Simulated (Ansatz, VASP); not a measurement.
## Two plane-wave programs on HfW2S6

```
Hf W S
1.0
     0.00000    4.66938    4.66938
     4.66938    0.00000    4.66938
     4.66938    4.66938    0.00000
Hf W S
1 2 6
Direct
  0.00000 0.00000 0.00000
  0.75000 0.75000 0.75000
  0.25000 0.25000 0.25000
  0.50000 0.00000 0.00000
  0.00000 0.50000 0.50000
  0.00000 0.50000 0.00000
  0.50000 0.00000 0.50000
  0.00000 0.00000 0.50000
  0.50000 0.50000 0.00000
```

Change from the starting cell: ordered vacancies on the A sites of perovskite (Fm-3m, No. 225).

Alike in both runs: task single point; functional PBE; k mesh 4 × 4 × 4; occupations gaussian, width 0.1 eV; no spin polarisation.

```csv
,VASP,Ansatz
version,VASP 6.6.1,Ansatz 0.2.0
potentials or method,"VASP PAW PBE potentials, release 64 (Hf_pv, W_sv, S), cutoff 520 eV","scalar-relativistic, plane waves, PAW"
valence electrons in the cell,74,90
```

```tsv
	VASP	Ansatz	Ansatz less VASP
gap on the k mesh at the Fermi level (eV)	none	none	-
pressure (GPa)	-0.8	-0.7	+0.10
```

A gap of «none» marks a metal or a gap that the smearing closes. VASP's potentials hold 74 valence electrons a cell and Ansatz's 90, so a difference there can come from the potentials and not from the codes.

Neither program's run includes spin-orbit coupling.
